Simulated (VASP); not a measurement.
Wanted: the native input for a VASP 6.6.1 run.

| Property | Result |
| --- | --- |
| Task | single point |
| Functional | r2SCAN50 |
| Potentials or basis | VASP PAW PBE potentials, release 64 (B, As) |
| Cutoff | 520 eV |
| k mesh | 5 × 5 × 5 |
| Occupations | fermi-dirac, width 0.05 eV |
| Spin | no spin polarisation |
| Dipole correction | no |
| Grid for exact exchange (PRECFOCK) | Normal |
| Further INCAR settings | ALGO = Normal; EDIFF = 1e-07; NBANDS = 11 |

BAs:

```
B As
1.0
     2.93437    0.00000    0.00000
     0.00000    2.93437    0.00000
     0.00000    0.00000    2.93437
B As
1 1
Direct
  0.50000 0.50000 0.50000
  0.00000 0.00000 0.00000
```

These files were run (other wordings do the same):

POSCAR

```
BAs
1.0
    2.9343700000      0.0000000000      0.0000000000
    0.0000000000      2.9343700000      0.0000000000
    0.0000000000      0.0000000000      2.9343700000
B As
1 1
Direct
    0.5000000000      0.5000000000      0.5000000000
    0.0000000000      0.0000000000      0.0000000000
```

INCAR.step1

```
SYSTEM = BAs
PREC = Accurate
ENCUT = 520
EDIFF = 1E-5
ISMEAR = -1
SIGMA = 0.05
LREAL = .FALSE.
LASPH = .TRUE.
NELM = 80
ALGO = Normal
ISIF = 2
LWAVE = .TRUE.
LCHARG = .FALSE.
NBANDS = 11
GGA = PE
```

INCAR.step2

```
SYSTEM = BAs
PREC = Accurate
ENCUT = 520
EDIFF = 1E-7
ISMEAR = -1
SIGMA = 0.05
LREAL = .FALSE.
LASPH = .TRUE.
NELM = 80
ALGO = Normal
ISIF = 2
LWAVE = .FALSE.
LCHARG = .FALSE.
METAGGA = R2SCAN
LHFCALC = .TRUE.
AEXX = 0.5
LMIXTAU = .TRUE.
PRECFOCK = Normal
NBANDS = 11
ISTART = 1
```

KPOINTS

```
regular mesh
0
G
  5 5 5
  0 0 0
```

Potentials or basis: VASP PAW PBE potentials, release 64 (B, As).

Launch:

```bash
$ cat potpaw_PBE.64/B/POTCAR potpaw_PBE.64/As/POTCAR > POTCAR
$ cp INCAR.step1 INCAR
$ mpirun -np 1 vasp_std > vasp.out
$ cp INCAR.step2 INCAR
$ mpirun -np 1 vasp_std > vasp.out
```

Results of the run:

```json
{
 "Pressure": "-12.2 GPa",
 "Band gap on the k mesh": "zero (band 4 reaches 10.02 eV, above the bottom of band 5 at 3.91 eV)"
}
```

Caveat: the k points lie up to 0.43 Å⁻¹ apart; the PAW data sets were made with another functional, which shifts forces and pressure a little.

It took 2.1 min on 1 thread of Intel(R) Xeon(R) 6975P-C (Granite Rapids), on a shared host, peak memory 0.15 GiB.
